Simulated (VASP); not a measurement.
A run of VASP 6.6.1:

Contents of POSCAR:

```
SbMo
1.0
    0.0000000000      3.0626261251      3.0626261251
    3.0626261251      0.0000000000      3.0626261251
    3.0626261251      3.0626261251      0.0000000000
Mo Sb
1 1
Direct
    0.0000000000      0.0000000000      0.0000000000
    0.2500000000      0.2500000000      0.2500000000
```

File INCAR.step1:

```
ALGO     = Normal         # electronic algorithm
EDIFF    = 1E-4           # SCF threshold, eV
ENCUT    = 520            # plane-wave cutoff, eV
GGA      = PE             # functional
ISMEAR   = 0              # smearing method
LASPH    = True           # aspherical terms in the spheres
LCHARG   = False          # write CHGCAR
LREAL    = False          # projectors in reciprocal space
LWAVE    = True           # write WAVECAR
NBANDS   = 16             # bands
NELM     = 80             # most SCF steps
PREC     = Accurate       # precision mode
SIGMA    = 0.05           # smearing width, eV
```

File INCAR.step2:

```
ALGO     = Normal         # electronic algorithm
EDIFF    = 1E-6           # SCF threshold, eV
ENCUT    = 520            # plane-wave cutoff, eV
ISIF     = 2              # what is computed and relaxed
ISMEAR   = 0              # smearing method
ISTART   = 1            
LASPH    = True           # aspherical terms in the spheres
LCHARG   = True           # write CHGCAR
LELF     = True           # ELF
LMIXTAU  = True         
LREAL    = False          # projectors in reciprocal space
LVHAR    = True         
LWAVE    = False          # write WAVECAR
METAGGA  = R2SCAN         # meta-GGA
NBANDS   = 16             # bands
NELM     = 80             # most SCF steps
PREC     = Accurate       # precision mode
SIGMA    = 0.05           # smearing width, eV
```

Contents of KPOINTS:

```
k-points
0
Gamma
  10 10 10
```

Potentials or basis: VASP PAW PBE potentials, release 64 (Mo_sv, Sb).

Run with:

```console
$ cat potpaw_PBE.64/Mo_sv/POTCAR potpaw_PBE.64/Sb/POTCAR > POTCAR
$ cp INCAR.step1 INCAR
$ mpirun -np 1 vasp_std > vasp.out
$ cp INCAR.step2 INCAR
$ mpirun -np 1 vasp_std > vasp.out
```

Hardware: 1 thread of Intel(R) Xeon(R) Platinum 8259CL CPU @ 2.50GHz (Skylake/Cascade Lake), with other jobs on the host.

Task: How long does it take, and how much memory?

Result: Run time: 3.2 min on 1 thread of Intel(R) Xeon(R) Platinum 8259CL CPU @ 2.50GHz (Skylake/Cascade Lake), with other jobs on the host, peak memory 0.21 GiB. Counts: k points 47.
